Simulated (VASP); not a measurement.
# Ta6H in VASP: notebook

The runs below take Ta6H through single point, with PBE.

All numbers are computed with VASP 6.6.1; they aren't measurements. Logs are shortened: lines on timing, memory, paths and dates and some standing lists are left out, and cuts for length are marked.

## 1. The cell of the first run

The cell holds a slab with vacuum, 7 atoms: a = 4.694 Å, b = 4.694 Å, c = 19.988 Å, α = 90.00°, β = 90.00°, γ = 120.00°.

## 2. Single point, PBE

INCAR

```
PREC     = Accurate       # precision mode
ENCUT    = 520            # plane-wave cutoff, eV
EDIFF    = 1E-6           # SCF threshold, eV
ISMEAR   = 0              # smearing method
SIGMA    = 0.1            # smearing width, eV
LREAL    = F              # projectors in reciprocal space
LASPH    = T              # aspherical terms in the spheres
NELM     = 100            # most SCF steps
ALGO     = Normal         # electronic algorithm
ISIF     = 2              # what is computed and relaxed
LWAVE    = F              # write WAVECAR
LCHARG   = T              # write CHGCAR
LDIPOL   = T            
IDIPOL   = 3            
DIPOL    = 0.5 0.5 0.337
GGA      = PE             # functional
LELF     = T              # ELF
LVHAR    = T            
LVACPOTAV= T            
NBANDS   = 42             # bands
```

KPOINTS

```
Automatic mesh
0
Gamma
  6 6 1
```

POSCAR

```
Ta6H
1.0
    4.6937283341      0.0000000000      0.0000000000
   -2.3468641670      4.0648879758      0.0000000000
    0.0000000000      0.0000000000     19.9881921123
Ta H
6 1
Direct
    0.6666666667      0.3333333333      0.2001181486
    0.3333333333      0.6666666667      0.2480516124
    0.0000000000      0.0000000000      0.2959850763
    0.6666666667      0.3333333333      0.3401842451
    0.3333333333      0.6666666667      0.3819724402
    0.0000000000      0.0000000000      0.4246603227
    0.4444444444      0.8888888889      0.4650817717
```

Potentials or basis: VASP PAW PBE potentials, release 64 (Ta_pv, H).

On the command line:

```console
> cat potpaw_PBE.64/Ta_pv/POTCAR potpaw_PBE.64/H/POTCAR > POTCAR
> mpirun -np 1 vasp_std > vasp.out
```

OUTCAR:

```text
PREC = Accurate
   ENCUT = 520
   EDIFF = 1E-6
   ISMEAR = 0
   LREAL = F
   LASPH = T
   NELM = 100
   ISIF = 2
   GGA = PE

 ion  position               nearest neighbor table
   1  0.667  0.333  0.200-   4 2.80   2 2.87   2 2.87   2 2.87   3 3.32   3 3.32   3 3.32
   2  0.333  0.667  0.248-   5 2.68   1 2.87   1 2.87   3 2.87   1 2.87   3 2.87   3 2.87   4 3.28
                             4 3.28   4 3.28
   3  0.000  0.000  0.296-   6 2.57   4 2.85   4 2.85   4 2.85   2 2.87   2 2.87   2 2.87   5 3.21
                             5 3.21   5 3.21   1 3.32   1 3.32   1 3.32
   4  0.667  0.333  0.340-   1 2.80   5 2.84   5 2.84   5 2.84   3 2.85   3 2.85   3 2.85   6 3.19
                             6 3.19   6 3.19   2 3.28   2 3.28   2 3.28
   5  0.333  0.667  0.382-   7 1.89   2 2.68   4 2.84   4 2.84   4 2.84   6 2.84   6 2.84   6 2.84
                             3 3.21   3 3.21   3 3.21
   6  0.000  0.000  0.425-   3 2.57   5 2.84   5 2.84   5 2.84   4 3.19   4 3.19   4 3.19
   7  0.444  0.889  0.465-   5 1.89

  LATTYP: Found a hexagonal cell.
 ALAT       =     4.6937283341
 C/A-ratio  =     4.2584893478

  Lattice vectors:

 A1 = (   4.6937283341,   0.0000000000,   0.0000000000)
 A2 = (  -2.3468641670,   4.0648879758,   0.0000000000)
 A3 = (   0.0000000000,   0.0000000000,  19.9881921123)

Analysis of symmetry for initial positions (statically):
=====================================================================
 Subroutine PRICEL returns:
 Original cell was already a primitive cell.

 Routine SETGRP: Setting up the symmetry group for a
 hexagonal supercell.

 Subroutine GETGRP returns: Found  2 space group operations
 (whereof  2 operations were pure point group operations)
 out of a pool of 24 trial point group operations.

The static configuration has the point symmetry C_1h.

Analysis of symmetry for dynamics (positions and initial velocities):
=====================================================================
 Subroutine PRICEL returns:
 Original cell was already a primitive cell.

 Routine SETGRP: Setting up the symmetry group for a
 hexagonal supercell.

 Subroutine GETGRP returns: Found  2 space group operations
 (whereof  2 operations were pure point group operations)
 out of a pool of 24 trial point group operations.

The dynamic configuration has the point symmetry C_1h.

 Subroutine INISYM returns: Found  2 space group operations
 (whereof  2 operations are pure point group operations),
 and found     1 'primitive' translations

----------------------------------------------------------------------------------------

                                     Primitive cell

  volume of cell :     381.3643

  direct lattice vectors                    reciprocal lattice vectors
     4.693728334  0.000000000  0.000000000     0.213050251  0.123004620  0.000000000
    -2.346864167  4.064887976  0.000000000     0.000000000  0.246009240  0.000000000
     0.000000000  0.000000000 19.988192112     0.000000000  0.000000000  0.050029537

  length of vectors
     4.693728334  4.693728334 19.988192112     0.246009240  0.246009240  0.050029537

  position of ions in fractional coordinates (direct lattice)
     0.666666667  0.333333333  0.200118149
     0.333333333  0.666666667  0.248051612
     0.000000000  0.000000000  0.295985076
     0.666666667  0.333333333  0.340184245
     0.333333333  0.666666667  0.381972440
     0.000000000  0.000000000  0.424660323
     0.444444444  0.888888889  0.465081772

  ion indices of the primitive-cell ions
   primitive index   ion index
                 1           1
                 2           2
                 3           3
                 4           4
                 5           5
                 6           6
                 7           7

----------------------------------------------------------------------------------------

 KPOINTS: Automatic mesh

Automatic generation of k-mesh.
 Grid dimensions read from file:
 generate k-points for:    6    6    1

 Generating k-lattice:

  Cartesian coordinates                     Fractional coordinates (reciprocal lattice)
     0.035508375  0.020500770  0.000000000     0.166666667  0.000000000  0.000000000
     0.000000000  0.041001540  0.000000000     0.000000000  0.166666667  0.000000000
     0.000000000  0.000000000  0.050029537     0.000000000  0.000000000  1.000000000

  Length of vectors
     0.041001540  0.041001540  0.050029537

  Shift w.r.t. Gamma in fractional coordinates (k-lattice)
     0.000000000  0.000000000  0.000000000

 Subroutine IBZKPT returns following result:
 ===========================================

 Found     13 irreducible k-points:

 Following reciprocal coordinates:
            Coordinates               Weight
  0.000000  0.000000  0.000000      1.000000
  0.166667 -0.000000  0.000000      4.000000
  0.000000  0.166667  0.000000      2.000000
  0.333333  0.000000  0.000000      4.000000
  0.000000  0.333333  0.000000      2.000000
  0.500000  0.000000  0.000000      2.000000
  0.000000  0.500000  0.000000      1.000000
  0.166667  0.166667  0.000000      4.000000
 -0.333333  0.166667  0.000000      2.000000
  0.333333  0.166667  0.000000      4.000000
 -0.166667  0.500000  0.000000      4.000000
  0.500000  0.333333  0.000000      4.000000
  0.333333  0.333333  0.000000      2.000000
   k-points           NKPTS =     13   k-points in BZ     NKDIM =     13   number of bands    NBANDS=     42
   number of dos      NEDOS =    301   number of ions     NIONS =      7
   total plane-waves  NPLWV = 194400
   dimension x,y,z NGX =    36 NGY =   36 NGZ =  150
   dimension x,y,z NGXF=    72 NGYF=   72 NGZF=  300
   ions per type =               6   1
   NGX,Y,Z   is equivalent  to a cutoff of  12.75, 12.75, 12.48 a.u.
   NGXF,Y,Z  is equivalent  to a cutoff of  25.50, 25.50, 24.95 a.u.
 SYSTEM =  unknown system
   PREC   = accura    normal or accurate (medium, high low for compatibility)
   ISTART =      0    job   : 0-new  1-cont  2-samecut
   ICHARG =      2    charge: 1-file 2-atom 10-const
   ISPIN  =      1    spin polarized calculation?
   LNONCOLLINEAR =      F non collinear calculations
   LSORBIT =      F    spin-orbit coupling
   LASPH  =      T    aspherical Exc in radial PAW
   ENCUT  =  520.0 eV  38.22 Ry    6.18 a.u.   8.73  8.73 37.16*2*pi/ulx,y,z
   NELM   =    100;   NELMIN=  2; NELMDL= -5     # of ELM steps
   EDIFF  = 0.1E-05   stopping-criterion for ELM
   LREAL  =      F    real-space projection
   EDIFFG = 0.1E-04   stopping-criterion for IOM
   NSW    =      0    number of steps for IOM
   IBRION =     -1    ionic relax: 0-MD 1-quasi-New 2-CG
   NFREE  =      0    steps in history (QN), initial steepest desc. (CG)
   ISIF   =      2    stress and relaxation
   ISYM   =      2    0-nonsym 1-usesym 2-fastsym
   POTIM  = 0.5000    time-step for ionic-motion
   TEBEG  =    0.0;   TEEND  =   0.0 temperature during run
   PSTRESS=    0.0 pullay stress
   NELECT =      67.0000    total number of electrons
   NUPDOWN=      -1.0000    fix difference up-down
   EMIN   =  10.00;   EMAX   =-10.00  energy-range for DOS
   EFERMI =   0.00;   METHOD = LEGACY
   ISMEAR =     0;   SIGMA  =   0.10  broadening in eV -4-tet -1-fermi 0-gaus
   EFERMI_NEDOS =   21; number of points for ismear=-14 and -15
   IALGO  =     38    algorithm
   IMIX   =      4    mixing-type and parameters
     AMIX     =   0.40;   BMIX     =  1.00
     AMIX_MAG =   1.60;   BMIX_MAG =  1.00
  volume/ion in A,a.u.               =      54.48       367.65
  Fermi-wavevector in a.u.,A,eV,Ry     =   0.916895  1.732681 11.438377  0.840697
  Thomas-Fermi vector in A             =   2.041803
   LORBIT       =      0    0 simple, 1 ext, 2 COOP (PROOUT), +10 PAW based schemes
   GGA     = PE    functional components
   LHFCALC =     F    Hartree Fock is set to
   AEXX    =    0.0000 exact exchange contribution
   IVDW    =     0    specifies the selected vdW correction
   LEPSILON=     F    determine dielectric tensor
   LRPA    =     F    only Hartree local field effects (RPA)
 non-spin polarized calculation
 Gauss-broadening in eV      SIGMA  =   0.10
  energy-cutoff  :      520.00
  volume of cell :      381.36
 maximum number of plane-waves:     10285
   NGX = 17   NGY = 17   NGZ = 75

 dipolmoment           0.000000      0.000000     -0.003955 electrons x Angstroem

 number of electron      66.9999991 magnetization

 dipolmoment           0.000000      0.000000      0.049332 electrons x Angstroem

 Free energy of the ion-electron system (eV)
  ---------------------------------------------------
  ext. energy  EPLUGINS =         0.00000000
  ---------------------------------------------------
  free energy    TOTEN  =       -67.91226442 eV

  energy without entropy =      -67.87762737  energy(sigma->0) =      -67.89494589

 E-fermi :  -0.8847     XC(G=0):  -4.7719

 val. band max:       -0.9000530881   @ k =   0.0000   0.1667   0.0000
 cond. band min:      -0.8773539589   @ k =   0.5000   0.0000   0.0000
 fundamental gap:      0.0226991291
 Fermi energy:        -0.8847328667

 k-point     1 :       0.0000    0.0000    0.0000
  band No.  band energies     occupation
      1     -35.6307      2.00000
      2     -35.5592      2.00000
      3     -35.3081      2.00000
      4     -35.3055      2.00000
      5     -35.2559      2.00000
      6     -35.2234      2.00000
[... 34 lines left out ...]
     41       1.4396      0.00000
     42       1.5124      0.00000

 k-point     2 :       0.1667   -0.0000    0.0000
  band No.  band energies     occupation
      1     -35.6396      2.00000
      2     -35.5673      2.00000
      3     -35.3426      2.00000
      4     -35.3197      2.00000
      5     -35.2708      2.00000
      6     -35.2509      2.00000
[... 34 lines left out ...]
     41       1.3875      0.00000
     42       1.5130      0.00000

 k-point     3 :       0.0000    0.1667    0.0000
  band No.  band energies     occupation
      1     -35.6394      2.00000
      2     -35.5673      2.00000
      3     -35.3463      2.00000
      4     -35.3184      2.00000
      5     -35.2781      2.00000
      6     -35.2386      2.00000
[... 34 lines left out ...]
     41       1.4836      0.00000
     42       1.4861      0.00000

 k-point     4 :       0.3333    0.0000    0.0000
  band No.  band energies     occupation
      1     -35.6600      2.00000
      2     -35.5858      2.00000
      3     -35.4109      2.00000
      4     -35.3056      2.00000
      5     -35.2932      2.00000
      6     -35.2472      2.00000
[... 349 lines left out ...]
     41       1.0465      0.00000
     42       1.2498      0.00000

 k-point    12 :       0.5000    0.3333    0.0000
  band No.  band energies     occupation
      1     -35.6701      2.00000
      2     -35.6016      2.00000
      3     -35.3923      2.00000
      4     -35.3143      2.00000
      5     -35.2863      2.00000
      6     -35.2372      2.00000
[... 34 lines left out ...]
     41       1.1187      0.00000
     42       1.3088      0.00000

 k-point    13 :       0.3333    0.3333    0.0000
  band No.  band energies     occupation
      1     -35.6734      2.00000
      2     -35.6140      2.00000
      3     -35.3491      2.00000
      4     -35.3022      2.00000
      5     -35.2831      2.00000
      6     -35.2534      2.00000
[... 34 lines left out ...]
     41       0.9831      0.00000
     42       1.0843      0.00000

------------------------ aborting loop because EDIFF is reached ----------------------------------------

  FORCE on cell =-STRESS in cart. coord.  units (eV):
  Direction    XX          YY          ZZ          XY          YZ          ZX
  --------------------------------------------------------------------------------------
  -------------------------------------------------------------------------------------
  Total       -5.9494954     -3.9048417     -1.7862738     -0.0000000      0.6676551      0.0000000
  in kB      -24.9948577    -16.4049143     -7.5044448     -0.0000000      2.8049342      0.0000000
  external PRESSURE =     -16.3014056 kB  Pullay stress =       0.0000000 kB

 VOLUME and BASIS-vectors are now :
 -----------------------------------------------------------------------------
  energy-cutoff  :      520.00
  volume of cell :      381.36
      direct lattice vectors                 reciprocal lattice vectors
     4.693728334  0.000000000  0.000000000     0.213050251  0.123004620  0.000000000
    -2.346864167  4.064887976  0.000000000     0.000000000  0.246009240  0.000000000
     0.000000000  0.000000000 19.988192112     0.000000000  0.000000000  0.050029537

 POSITION                                       TOTAL-FORCE (eV/Angst)
 -----------------------------------------------------------------------------------
      2.34686      1.35496      4.00000        -0.000000     -0.140352      1.870527
     -0.00000      2.70993      4.95810         0.000000      0.033344     -0.604054
      0.00000      0.00000      5.91621        -0.000000     -0.042376     -1.645228
      2.34686      1.35496      6.79967         0.000000      0.118961     -0.344778
     -0.00000      2.70993      7.63494        -0.000000     -0.077675      0.351754
      0.00000      0.00000      8.48819        -0.000000     -0.116251      0.358385
     -0.00000      3.61323      9.29614         0.000000      0.224350      0.013395
 -----------------------------------------------------------------------------------
    total drift:                                0.000000      0.000013      0.000313

  FREE ENERGIE OF THE ION-ELECTRON SYSTEM (eV)
  ---------------------------------------------------
  free  energy   TOTEN  =       -67.9122644219 eV

  energy  without entropy=      -67.8776273664  energy(sigma->0) =      -67.89494589

 vacuum level on the upper side and lower side of the slab         3.017         2.549
```

Wall time 4.7 min (1 thread of AMD EPYC 9R45 (Zen 5), shared host); peak memory 0.52 GiB.

Results:

| Item | Value |
| --- | --- |
| Free energy | -67.9123 eV |
| Largest force | 1.876 eV/Å |

Forces on the atoms (eV/Å):
```
Ta   0.000 -0.140  1.871
Ta   0.000  0.033 -0.604
Ta   0.000 -0.042 -1.645
Ta   0.000  0.119 -0.345
Ta   0.000 -0.078  0.352
Ta   0.000 -0.116  0.358
H    0.000  0.224  0.013
```

Levels at points of the mesh, in eV from the Fermi level:
| k point | band 30 | band 31 | band 32 | band 33 | band 34 | band 35 | band 36 | band 37 |
| --- | --- | --- | --- | --- | --- | --- | --- | --- |
| (0.00, 0.00, 0.00) | -1.00 | -0.87 | -0.49 | -0.36 | -0.19 | 0.16 | 0.29 | 0.30 |
| (0.50, 0.00, 0.00) | -1.19 | -0.86 | -0.74 | -0.24 | 0.01 | 0.22 | 0.67 | 0.96 |
| (0.00, 0.50, 0.00) | -1.22 | -0.87 | -0.67 | -0.24 | 0.14 | 0.26 | 0.78 | 1.07 |

Caveat: spin-orbit coupling is left out, which moves the levels of the heavy elements.

(Continued in part 2 of 2.)
